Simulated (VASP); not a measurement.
# AlN (P6_3/mmc) in VASP: a series of runs

AlN is run at these levels: PBEsol; tasks: single point.

Everything below comes from runs of VASP 6.6.1. Logs are shortened: lines on timing, memory, paths and dates and some standing lists are left out, and cuts for length are marked.

## Step 1: The cell of the first run

It takes space group P6_3/mmc (No. 194, hexagonal). The conventional cell has a = 3.341 Å, b = 3.341 Å, c = 4.057 Å, α = 90.00°, β = 90.00°, γ = 120.00°. Al (site symmetry -6m2) has 5 N at 1.93 to 2.03 Å within 2.6 Å. N (site symmetry -6m2) has 5 Al at 1.93 to 2.03 Å within 2.6 Å.

## Step 2: Single point, PBEsol

File INCAR:

```
SYSTEM = AlN
PREC = Accurate ; ENCUT = 520
EDIFF = 1E-6 ; ISMEAR = 0
SIGMA = 0.05 ; LREAL = .False.
LASPH = .True. ; NELM = 60
ALGO = Normal ; ISIF = 2
LWAVE = .False. ; LCHARG = .True.
GGA = PS ; LELF = .True.
LVHAR = .True. ; NBANDS = 16
```

File KPOINTS:

```
Automatic mesh
0
Gamma
  9 9 6
  0 0 0
```

File POSCAR:

```
AlN
1.0
    3.3411000000      0.0000000000      0.0000000000
   -1.6705500000      2.8934774766      0.0000000000
    0.0000000000      0.0000000000      4.0572000000
Al N
2 2
Direct
    0.3333333333      0.6666666667      0.7500000000
    0.6666666667      0.3333333333      0.2500000000
    0.3333333333      0.6666666667      0.2500000000
    0.6666666667      0.3333333333      0.7500000000
```

Potentials or basis: VASP PAW PBE potentials, release 64 (Al, N).

The run is started by

```
cat potpaw_PBE.64/Al/POTCAR potpaw_PBE.64/N/POTCAR > POTCAR
mpirun -np 1 vasp_std > vasp.out
```

OUTCAR:

```text
SYSTEM = AlN
   PREC = Accurate
   ENCUT = 520
   EDIFF = 1E-6
   ISMEAR = 0
   LREAL = .False.
   LASPH = .True.
   NELM = 60
   ISIF = 2
   GGA = PS

 ion  position               nearest neighbor table
   1  0.333  0.667  0.750-   4 1.93   4 1.93   4 1.93   3 2.03   3 2.03   2 2.80   2 2.80   2 2.80
                             2 2.80   2 2.80   2 2.80
   2  0.667  0.333  0.250-   3 1.93   3 1.93   3 1.93   4 2.03   4 2.03   1 2.80   1 2.80   1 2.80
                             1 2.80   1 2.80   1 2.80
   3  0.333  0.667  0.250-   2 1.93   2 1.93   2 1.93   1 2.03   1 2.03
   4  0.667  0.333  0.750-   1 1.93   1 1.93   1 1.93   2 2.03   2 2.03

  LATTYP: Found a hexagonal cell.
 ALAT       =     3.3411000000
 C/A-ratio  =     1.2143306097

  Lattice vectors:

 A1 = (   3.3411000000,   0.0000000000,   0.0000000000)
 A2 = (  -1.6705500000,   2.8934774766,   0.0000000000)
 A3 = (   0.0000000000,   0.0000000000,   4.0572000000)

Analysis of symmetry for initial positions (statically):
=====================================================================
 Subroutine PRICEL returns:
 Original cell was already a primitive cell.

 Routine SETGRP: Setting up the symmetry group for a
 hexagonal supercell.

 Subroutine GETGRP returns: Found 24 space group operations
 (whereof 12 operations were pure point group operations)
 out of a pool of 24 trial point group operations.

The static configuration has the point symmetry D_3d.
 The point group associated with its full space group is D_6h.

Analysis of symmetry for dynamics (positions and initial velocities):
=====================================================================
 Subroutine PRICEL returns:
 Original cell was already a primitive cell.

 Routine SETGRP: Setting up the symmetry group for a
 hexagonal supercell.

 Subroutine GETGRP returns: Found 24 space group operations
 (whereof 12 operations were pure point group operations)
 out of a pool of 24 trial point group operations.

The dynamic configuration has the point symmetry D_3d.
 The point group associated with its full space group is D_6h.

 Subroutine INISYM returns: Found 24 space group operations
 (whereof 12 operations are pure point group operations),
 and found     1 'primitive' translations

----------------------------------------------------------------------------------------

                                     Primitive cell

  volume of cell :      39.2226

  direct lattice vectors                    reciprocal lattice vectors
     3.341100000  0.000000000  0.000000000     0.299302625  0.172802451  0.000000000
    -1.670550000  2.893477477  0.000000000     0.000000000  0.345604902  0.000000000
[... 96 lines left out ...]
   ISYM   =      2    0-nonsym 1-usesym 2-fastsym
   POTIM  = 0.5000    time-step for ionic-motion
   TEBEG  =    0.0;   TEEND  =   0.0 temperature during run
   PSTRESS=    0.0 pullay stress
   NELECT =      16.0000    total number of electrons
   NUPDOWN=      -1.0000    fix difference up-down
   EMIN   =  10.00;   EMAX   =-10.00  energy-range for DOS
   EFERMI =   0.00;   METHOD = LEGACY
   ISMEAR =     0;   SIGMA  =   0.05  broadening in eV -4-tet -1-fermi 0-gaus
   EFERMI_NEDOS =   21; number of points for ismear=-14 and -15
   IALGO  =     38    algorithm
   IMIX   =      4    mixing-type and parameters
     AMIX     =   0.40;   BMIX     =  1.00
     AMIX_MAG =   1.60;   BMIX_MAG =  1.00
  volume/ion in A,a.u.               =       9.81        66.17
  Fermi-wavevector in a.u.,A,eV,Ry     =   1.214142  2.294396 20.056904  1.474141
  Thomas-Fermi vector in A             =   2.349571
   LORBIT       =      0    0 simple, 1 ext, 2 COOP (PROOUT), +10 PAW based schemes
   GGA     = PS    functional components
   LHFCALC =     F    Hartree Fock is set to
   AEXX    =    0.0000 exact exchange contribution
   IVDW    =     0    specifies the selected vdW correction
   LEPSILON=     F    determine dielectric tensor
   LRPA    =     F    only Hartree local field effects (RPA)
 non-spin polarized calculation
 Gauss-broadening in eV      SIGMA  =   0.05
  energy-cutoff  :      520.00
  volume of cell :       39.22
 maximum number of plane-waves:      1066
 NGX is ok and might be reduce to    28
   NGX = 13   NGY = 13   NGZ = 15

 number of electron      16.0000000 magnetization

 Free energy of the ion-electron system (eV)
  ---------------------------------------------------
  ext. energy  EPLUGINS =         0.00000000
  ---------------------------------------------------
  free energy    TOTEN  =       -30.92738256 eV

  energy without entropy =      -30.92738256  energy(sigma->0) =      -30.92738256

 E-fermi :   8.1028     XC(G=0): -11.4085

 val. band max:        7.8346651000   @ k =   0.0000   0.0000   0.0000
 cond. band min:      11.2348770141   @ k =   0.0000   0.0000   0.0000
 fundamental gap:      3.4002119141
 Fermi energy:         8.1028354489

 k-point     1 :       0.0000    0.0000    0.0000
  band No.  band energies     occupation
      1      -8.8906      2.00000
      2      -4.9381      2.00000
      3       1.0828      2.00000
      4       4.5502      2.00000
      5       4.5502      2.00000
      6       6.4403      2.00000
[... 433 lines left out ...]
      3       1.3201      2.00000
      4       2.3832      2.00000
      5       2.3832      2.00000
      6       5.1927      2.00000
[... 8 lines left out ...]
     15      19.3127      0.00000
     16      21.2742      0.00000

 [... further k-points ...]

------------------------ aborting loop because EDIFF is reached ----------------------------------------

  FORCE on cell =-STRESS in cart. coord.  units (eV):
  Direction    XX          YY          ZZ          XY          YZ          ZX
  --------------------------------------------------------------------------------------
  -------------------------------------------------------------------------------------
  Total       -0.8417663     -0.8417663      0.8456513      0.0000000      0.0000000      0.0000000
  in kB      -34.3847716    -34.3847716     34.5434647      0.0000000      0.0000000      0.0000000
  external PRESSURE =     -11.4086928 kB  Pullay stress =       0.0000000 kB

 VOLUME and BASIS-vectors are now :
 -----------------------------------------------------------------------------
  energy-cutoff  :      520.00
  volume of cell :       39.22
      direct lattice vectors                 reciprocal lattice vectors
     3.341100000  0.000000000  0.000000000     0.299302625  0.172802451  0.000000000
    -1.670550000  2.893477477  0.000000000     0.000000000  0.345604902  0.000000000
     0.000000000  0.000000000  4.057200000     0.000000000  0.000000000  0.246475402

 POSITION                                       TOTAL-FORCE (eV/Angst)
 -----------------------------------------------------------------------------------
     -0.00000      1.92898      3.04290        -0.000000      0.000000      0.000000
      1.67055      0.96449      1.01430        -0.000000     -0.000000      0.000000
     -0.00000      1.92898      1.01430         0.000000     -0.000000      0.000000
      1.67055      0.96449      3.04290        -0.000000      0.000000      0.000000
 -----------------------------------------------------------------------------------
    total drift:                               -0.000000      0.000000      0.000000

  FREE ENERGIE OF THE ION-ELECTRON SYSTEM (eV)
  ---------------------------------------------------
  free  energy   TOTEN  =       -30.9273825615 eV

  energy  without entropy=      -30.9273825615  energy(sigma->0) =      -30.92738256
```

Run time: 12 s. Hardware: 1 thread of Intel Xeon 6975P-C (Granite Rapids), shared host; peak memory 0.16 GiB.

What came out:

| Quantity | Value |
| --- | --- |
| Free energy | -30.9274 eV |
| Pressure | -1.1 GPa |
| Band gap on the k mesh | 3.40 eV, direct |

Stress tensor (GPa, compression positive):
```
-3.44  0.00  0.00
 0.00 -3.44  0.00
 0.00  0.00  3.45
```

Caveat: the PAW data sets were made with another functional, which shifts forces and pressure a little. A hybrid or GW would open this gap; PBEsol tends to underestimate it.

## Step 3: Single point, PBEsol

This run uses another cell than the first one, of 9.73 Å³/atom, 0.992 times its volume.

File INCAR:

```
PREC = Accurate ; ENCUT = 520
EDIFF = 1E-6 ; ISMEAR = 0
SIGMA = 0.05 ; LREAL = False
LASPH = True ; NELM = 60
ALGO = Normal ; ISIF = 2
LWAVE = False ; LCHARG = False
GGA = PS ; NBANDS = 16
```

File KPOINTS:

```
Automatic mesh
0
Gamma
  9 9 6
```

File POSCAR:

```
AlN
1.0
    3.2618000000      0.0000000000      0.0000000000
   -1.6309000000      2.8248016620      0.0000000000
    0.0000000000      0.0000000000      4.2228000000
Al N
2 2
Direct
    0.3333333333      0.6666666667      0.7500000000
    0.6666666667      0.3333333333      0.2500000000
    0.3333333333      0.6666666667      0.2500000000
    0.6666666667      0.3333333333      0.7500000000
```

Potentials or basis: VASP PAW PBE potentials, release 64 (Al, N).

The run is started by

```
cat potpaw_PBE.64/Al/POTCAR potpaw_PBE.64/N/POTCAR > POTCAR
mpirun -np 1 vasp_std > vasp.out
```

It took 8 s on 1 thread of Intel Xeon 6975P-C (Granite Rapids), shared host; peak memory 0.15 GiB.

The run converged. Its results:

* Free energy: -30.9272 eV
* Pressure: 2.1 GPa
* Band gap on the k mesh: 3.30 eV, direct

Stress tensor (GPa, compression positive):
```
 4.36  0.00  0.00
 0.00  4.36  0.00
 0.00  0.00 -2.41
```

Levels at points of the mesh, in eV from the valence-band top:
```tsv
k point	band 6	band 7	band 8	band 9	band 10	band 11
(0.00, 0.00, 0.00)	-1.79	-1.79	0.00	3.30	4.55	8.31
(0.00, 0.00, 0.50)	-2.61	-2.61	-2.61	5.65	5.65	8.52
```

Caveat: the PAW data sets were made with another functional, which shifts forces and pressure a little. Expect the measured gap to be larger: semilocal functionals such as PBEsol lack the derivative discontinuity.
